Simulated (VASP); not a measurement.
# Al (P6/mmm) in VASP: further runs

Runs on Al. Level: PBE. Tasks: single point.

Program: VASP 6.6.1. These are calculated values, not measurements. Logs are shortened: lines on timing, memory, paths and dates and some standing lists are left out, and cuts for length are marked.

## Step 1: The cell of the first run

The structure is hexagonal, space group P6/mmm (No. 191). The conventional cell has a = 2.136 Å, b = 2.136 Å, c = 2.044 Å, α = 90.00°, β = 90.00°, γ = 120.00°. Al (site symmetry 6/mmm) has 8 Al at 2.04 to 2.14 Å within 2.7 Å.

## Step 2: Single point, PBE

INCAR reads:

```
PREC = Accurate ; ENCUT = 520
EDIFF = 1E-6 ; ISMEAR = -1
SIGMA = 0.08 ; LREAL = False
LASPH = True ; NELM = 100
ALGO = Normal ; ISIF = 2
LWAVE = False ; LCHARG = False
GGA = PE ; NBANDS = 8
```

KPOINTS reads:

```
regular mesh
0
Gamma
  16 16 15
```

POSCAR reads:

```
Al
1.0
    2.1358739737      0.0000000000      0.0000000000
   -1.0679369869      1.8497211205      0.0000000000
    0.0000000000      0.0000000000      2.0435523087
Al
1
Direct
    0.0000000000      0.0000000000      0.0000000000
```

Potentials or basis: VASP PAW PBE potentials, release 64 (Al).

Command:

```sh
$ cat potpaw_PBE.64/Al/POTCAR > POTCAR
$ mpirun -np 1 vasp_std > vasp.out
```

OUTCAR:

```text
PREC = Accurate
   ENCUT = 520
   EDIFF = 1E-6
   ISMEAR = -1
   LREAL = False
   LASPH = True
   NELM = 100
   ISIF = 2
   GGA = PE

 ion  position               nearest neighbor table
   1  0.000  0.000  0.000-

  LATTYP: Found a hexagonal cell.
 ALAT       =     2.1358739737
 C/A-ratio  =     0.9567756964

  Lattice vectors:

 A1 = (   2.1358739737,   0.0000000000,   0.0000000000)
 A2 = (  -1.0679369869,   1.8497211205,   0.0000000000)
 A3 = (   0.0000000000,   0.0000000000,   2.0435523087)

Analysis of symmetry for initial positions (statically):
=====================================================================
 Subroutine PRICEL returns:
 Original cell was already a primitive cell.

 Routine SETGRP: Setting up the symmetry group for a
 hexagonal supercell.

 Subroutine GETGRP returns: Found 24 space group operations
 (whereof 24 operations were pure point group operations)
 out of a pool of 24 trial point group operations.

The static configuration has the point symmetry D_6h.

Analysis of symmetry for dynamics (positions and initial velocities):
=====================================================================
 Subroutine PRICEL returns:
 Original cell was already a primitive cell.

 Routine SETGRP: Setting up the symmetry group for a
 hexagonal supercell.

 Subroutine GETGRP returns: Found 24 space group operations
 (whereof 24 operations were pure point group operations)
 out of a pool of 24 trial point group operations.

The dynamic configuration has the point symmetry D_6h.

 Subroutine INISYM returns: Found 24 space group operations
 (whereof 24 operations are pure point group operations),
 and found     1 'primitive' translations

----------------------------------------------------------------------------------------

                                     Primitive cell

  volume of cell :       8.0736

  direct lattice vectors                    reciprocal lattice vectors
     2.135873974  0.000000000  0.000000000     0.468192418  0.270311019  0.000000000
    -1.067936987  1.849721120  0.000000000     0.000000000  0.540622037  0.000000000
     0.000000000  0.000000000  2.043552309     0.000000000  0.000000000  0.489343970

  length of vectors
     2.135873974  2.135873974  2.043552309     0.540622037  0.540622037  0.489343970

  position of ions in fractional coordinates (direct lattice)
     0.000000000  0.000000000  0.000000000

  ion indices of the primitive-cell ions
   primitive index   ion index
                 1           1

----------------------------------------------------------------------------------------

 KPOINTS: regular mesh

Automatic generation of k-mesh.
 Grid dimensions read from file:
 generate k-points for:   16   16   15

 Generating k-lattice:

  Cartesian coordinates                     Fractional coordinates (reciprocal lattice)
     0.029262026  0.016894439  0.000000000     0.062500000  0.000000000  0.000000000
     0.000000000  0.033788877  0.000000000     0.000000000  0.062500000  0.000000000
     0.000000000  0.000000000  0.032622931     0.000000000  0.000000000  0.066666667

  Length of vectors
     0.033788877  0.033788877  0.032622931

  Shift w.r.t. Gamma in fractional coordinates (k-lattice)
     0.000000000  0.000000000  0.000000000

 Subroutine IBZKPT returns following result:
 ===========================================

 Found    240 irreducible k-points:

 Following reciprocal coordinates:
            Coordinates               Weight
  0.000000  0.000000  0.000000      1.000000
  0.062500  0.000000  0.000000      6.000000
  0.125000  0.000000  0.000000      6.000000
  0.187500  0.000000  0.000000      6.000000
  0.250000  0.000000  0.000000      6.000000
  0.312500 -0.000000  0.000000      6.000000
[... 16 lines left out ...]
  0.187500  0.187500  0.000000      6.000000
  0.250000  0.187500  0.000000     12.000000
 [... further k-points ...]
   k-points           NKPTS =    240   k-points in BZ     NKDIM =    240   number of bands    NBANDS=      8
   number of dos      NEDOS =    301   number of ions     NIONS =      1
   total plane-waves  NPLWV =   4096
   dimension x,y,z NGX =    16 NGY =   16 NGZ =   16
   dimension x,y,z NGXF=    32 NGYF=   32 NGZF=   32
   ions per type =               1
   NGX,Y,Z   is equivalent  to a cutoff of  12.45, 12.45, 13.02 a.u.
   NGXF,Y,Z  is equivalent  to a cutoff of  24.91, 24.91, 26.03 a.u.
 SYSTEM =  unknown system
   PREC   = accura    normal or accurate (medium, high low for compatibility)
   ISTART =      0    job   : 0-new  1-cont  2-samecut
   ICHARG =      2    charge: 1-file 2-atom 10-const
   ISPIN  =      1    spin polarized calculation?
   LNONCOLLINEAR =      F non collinear calculations
   LSORBIT =      F    spin-orbit coupling
   LASPH  =      T    aspherical Exc in radial PAW
   ENCUT  =  520.0 eV  38.22 Ry    6.18 a.u.   3.97  3.97  3.80*2*pi/ulx,y,z
   NELM   =    100;   NELMIN=  2; NELMDL= -5     # of ELM steps
   EDIFF  = 0.1E-05   stopping-criterion for ELM
   LREAL  =      F    real-space projection
   EDIFFG = 0.1E-04   stopping-criterion for IOM
   NSW    =      0    number of steps for IOM
   IBRION =     -1    ionic relax: 0-MD 1-quasi-New 2-CG
   NFREE  =      0    steps in history (QN), initial steepest desc. (CG)
   ISIF   =      2    stress and relaxation
   ISYM   =      2    0-nonsym 1-usesym 2-fastsym
   POTIM  = 0.5000    time-step for ionic-motion
   TEBEG  =    0.0;   TEEND  =   0.0 temperature during run
   PSTRESS=    0.0 pullay stress
   NELECT =       3.0000    total number of electrons
   NUPDOWN=      -1.0000    fix difference up-down
   EMIN   =  10.00;   EMAX   =-10.00  energy-range for DOS
   EFERMI =   0.00;   METHOD = LEGACY
   ISMEAR =    -1;   SIGMA  =   0.08  broadening in eV -4-tet -1-fermi 0-gaus
   EFERMI_NEDOS =   21; number of points for ismear=-14 and -15
   IALGO  =     38    algorithm
   IMIX   =      4    mixing-type and parameters
     AMIX     =   0.40;   BMIX     =  1.00
     AMIX_MAG =   1.60;   BMIX_MAG =  1.00
  volume/ion in A,a.u.               =       8.07        54.48
  Fermi-wavevector in a.u.,A,eV,Ry     =   1.176954  2.224120 18.847062  1.385220
  Thomas-Fermi vector in A             =   2.313309
   LORBIT       =      0    0 simple, 1 ext, 2 COOP (PROOUT), +10 PAW based schemes
   GGA     = PE    functional components
   LHFCALC =     F    Hartree Fock is set to
   AEXX    =    0.0000 exact exchange contribution
   IVDW    =     0    specifies the selected vdW correction
   LEPSILON=     F    determine dielectric tensor
   LRPA    =     F    only Hartree local field effects (RPA)
 non-spin polarized calculation
  energy-cutoff  :      520.00
  volume of cell :        8.07
 maximum number of plane-waves:       228
 NGX is ok and might be reduce to    16

 number of electron       3.0000000 magnetization

 Free energy of the ion-electron system (eV)
  ---------------------------------------------------
  ext. energy  EPLUGINS =         0.00000000
  ---------------------------------------------------
  free energy    TOTEN  =         1.23844327 eV

  energy without entropy =        1.24382072  energy(sigma->0) =        1.24113200

 E-fermi :  18.0268     XC(G=0): -13.1187

 val. band max:       17.9954868172   @ k =   0.2500   0.2500   0.2000
 cond. band min:      18.0397167496   @ k =   0.3125   0.1875   0.2667
 fundamental gap:      0.0442299324
 Fermi energy:        18.0268353486

 k-point     1 :       0.0000    0.0000    0.0000
  band No.  band energies     occupation
      1       1.0680      2.00000
      2      27.8808      0.00000
      3      34.7489      0.00000
      4      35.6137      0.00000
      5      35.6137      0.00000
      6      41.1847      0.00000
      7      43.0890      0.00000
      8      43.0890      0.00000

 k-point     2 :       0.0625    0.0000    0.0000
  band No.  band energies     occupation
      1       1.2361      2.00000
      2      27.8697      0.00000
      3      33.5108      0.00000
      4      34.8377      0.00000
      5      35.3178      0.00000
      6      42.2916      0.00000
      7      43.6397      0.00000
      8      44.0200      0.00000

 k-point     3 :       0.1250    0.0000    0.0000
  band No.  band energies     occupation
      1       1.7376      2.00000
      2      27.6334      0.00000
      3      30.3157      0.00000
      4      34.6244      0.00000
      5      35.1046      0.00000
      6      41.7924      0.00000
      7      45.0962      0.00000
      8      47.9123      0.00000

 k-point     4 :       0.1875    0.0000    0.0000
  band No.  band energies     occupation
      1       2.5647      2.00000
      2      25.7344      0.00000
      3      28.7459      0.00000
      4      33.8253      0.00000
      5      35.5498      0.00000
      6      41.2466      0.00000
      7      47.1613      0.00000
      8      52.0445      0.00000

 k-point     5 :       0.2500    0.0000    0.0000
  band No.  band energies     occupation
      1       3.7045      2.00000
      2      22.6056      0.00000
      3      28.4847      0.00000
      4      33.0839      0.00000
      5      36.1687      0.00000
      6      41.1276      0.00000
      7      49.6591      0.00000
      8      52.9336      0.00000
[... 177 lines left out ...]
 k-point    22 :       0.4375    0.1250    0.0000
  band No.  band energies     occupation
      1      10.5579      2.00000
      2      12.7256      2.00000
      3      23.8158      0.00000
      4      35.8937      0.00000
      5      39.4048      0.00000
      6      44.8233      0.00000
      7      45.7062      0.00000
      8      50.4499      0.00000

 k-point    23 :       0.1875    0.1875    0.0000
  band No.  band energies     occupation
      1       5.4521      2.00000
      2      20.6354      0.00000
      3      23.8325      0.00000
      4      35.6156      0.00000
      5      37.1857      0.00000
      6      44.8579      0.00000
      7      46.8014      0.00000
      8      50.7196      0.00000

 k-point    24 :       0.2500    0.1875    0.0000
  band No.  band energies     occupation
      1       6.9925      2.00000
      2      18.3095      0.05678
      3      22.5323      0.00000
      4      36.8417      0.00000
      5      38.0884      0.00000
      6      44.9369      0.00000
      7      48.5122      0.00000
      8      48.5659      0.00000

 [... further k-points ...]
[... 5 lines left out ...]
  --------------------------------------------------------------------------------------
  -------------------------------------------------------------------------------------
  Total       14.1682673     14.1682673     14.1228225     -0.0000000      0.0000000      0.0000000
  in kB     2811.6398226   2811.6398226   2802.6214666     -0.0000001      0.0000000      0.0000000
  external PRESSURE =    2808.6337039 kB  Pullay stress =       0.0000000 kB

 VOLUME and BASIS-vectors are now :
 -----------------------------------------------------------------------------
  energy-cutoff  :      520.00
  volume of cell :        8.07
      direct lattice vectors                 reciprocal lattice vectors
     2.135873974  0.000000000  0.000000000     0.468192418  0.270311019  0.000000000
    -1.067936987  1.849721120  0.000000000     0.000000000  0.540622037  0.000000000
     0.000000000  0.000000000  2.043552309     0.000000000  0.000000000  0.489343970

 POSITION                                       TOTAL-FORCE (eV/Angst)
 -----------------------------------------------------------------------------------
      0.00000      0.00000      0.00000         0.000000      0.000000      0.000000
 -----------------------------------------------------------------------------------
    total drift:                                0.000000      0.000000      0.000000

  FREE ENERGIE OF THE ION-ELECTRON SYSTEM (eV)
  ---------------------------------------------------
  free  energy   TOTEN  =         1.2384432699 eV

  energy  without entropy=        1.2438207211  energy(sigma->0) =        1.24113200
```

It took 5.5 s on 1 thread of Intel Xeon Platinum 8559C (Emerald Rapids), shared host; peak memory 0.12 GiB.

Results:

```yaml
Free_energy: 1.2384 eV
Pressure: 280.9 GPa
```

## Step 3: Single point, PBE

INCAR reads:

```
SYSTEM = Al
PREC = Accurate
ENCUT = 520
EDIFF = 1E-6
ISMEAR = -1
SIGMA = 0.08
LREAL = .False.
LASPH = .True.
NELM = 60
ALGO = Normal
ISIF = 2
LWAVE = .False.
LCHARG = .False.
GGA = PE
NBANDS = 8
```

KPOINTS reads:

```
Automatic mesh
0
Gamma
  16 16 15
  0 0 0
```

POSCAR is that of step 2.

Potentials or basis: VASP PAW PBE potentials, release 64 (Al).

Command:

```sh
$ cat potpaw_PBE.64/Al/POTCAR > POTCAR
$ mpirun -np 1 vasp_std > vasp.out
```

Run time: 5.7 s. Hardware: 1 thread of Intel Xeon Platinum 8559C (Emerald Rapids), shared host; peak memory 0.11 GiB.

Results (log left out):

```yaml
Free_energy: 1.2384 eV
Pressure: 280.9 GPa
```

Stress tensor (GPa, compression positive):
```
281.16   0.00   0.00
  0.00 281.16   0.00
  0.00   0.00 280.26
```

Levels at points of the mesh, in eV from the Fermi level:
```tsv
k point	band 1	band 2	band 3	band 4	band 5	band 6	band 7
(0.00, 0.00, 0.00)	-16.96	9.85	16.72	17.59	17.59	23.16	25.06
(0.50, 0.00, 0.00)	-7.87	-5.70	9.83	13.63	20.89	26.50	28.15
```

## Step 4: Single point, PBE

This run uses another cell than the first one, of 9.39 Å³/atom, 1.163 times its volume.

INCAR reads:

```
PREC = Accurate
ENCUT = 520
EDIFF = 1E-7
ISMEAR = -1
SIGMA = 0.08
LREAL = False
LASPH = True
NELM = 100
ALGO = Normal
ISIF = 2
LWAVE = False
LCHARG = False
GGA = PE
NBANDS = 8
```

KPOINTS reads:

```
Automatic mesh
0
Gamma
  16 16 15
```

POSCAR reads:

```
Al
1.0
    2.2386627263      0.0000000000      0.0000000000
   -1.1193313632      1.9387387915      0.0000000000
    0.0000000000      0.0000000000      2.1630234034
Al
1
Direct
    0.0000000000      0.0000000000      0.0000000000
```

Command:

```sh
$ cat potpaw_PBE.64/Al/POTCAR > POTCAR
$ mpirun -np 1 vasp_std > vasp.out
```

Wall time 11 s (1 thread of Intel Xeon Platinum 8559C (Emerald Rapids), shared host); peak memory 0.12 GiB.

It converged, with:

```yaml
Free_energy: -0.5958 eV
Pressure: 175.5 GPa
```

Stress tensor (GPa, compression positive):
```
175.66   0.00   0.00
  0.00 175.66   0.00
  0.00   0.00 175.19
```

Levels at points of the mesh, in eV from the Fermi level:
```csv
k point,band 1,band 2,band 3,band 4,band 5
"(0.00, 0.00, 0.00)",-15.47,9.46,14.60,16.80,16.80
"(0.50, 0.00, 0.00)",-7.00,-5.19,9.51,12.38,19.27
```

## Step 5: Single point, PBE

INCAR reads:

```
SYSTEM = Al
PREC = Accurate ; ENCUT = 520
EDIFF = 1E-7 ; ISMEAR = -1
SIGMA = 0.08 ; LREAL = .False.
LASPH = .True. ; NELM = 60
ALGO = Normal ; ISIF = 2
LWAVE = .False. ; LCHARG = .True.
GGA = PE ; LELF = .True.
LVHAR = .True. ; NBANDS = 8
```

KPOINTS reads:

```
Automatic mesh
0
Gamma
  16 16 15
  0 0 0
```

POSCAR is that of step 4.

Command:

```sh
$ cat potpaw_PBE.64/Al/POTCAR > POTCAR
$ mpirun -np 1 vasp_std > vasp.out
```

Wall time 8.8 s (1 thread of Intel Xeon Platinum 8559C (Emerald Rapids), shared host); peak memory 0.12 GiB.

The run converged. Its results:

```
Free energy : -0.5958 eV
Pressure    : 175.5 GPa
```

Stress tensor (GPa, compression positive):
```
175.66   0.00   0.00
  0.00 175.66   0.00
  0.00   0.00 175.19
```

Levels at points of the mesh, in eV from the Fermi level:
| k point | band 1 | band 2 | band 3 | band 4 | band 5 | band 6 |
| --- | --- | --- | --- | --- | --- | --- |
| (0.00, 0.00, 0.00) | -15.47 | 9.46 | 14.60 | 16.80 | 16.80 | 21.98 |
| (0.50, 0.00, 0.00) | -7.00 | -5.19 | 9.51 | 12.38 | 19.27 | 24.21 |
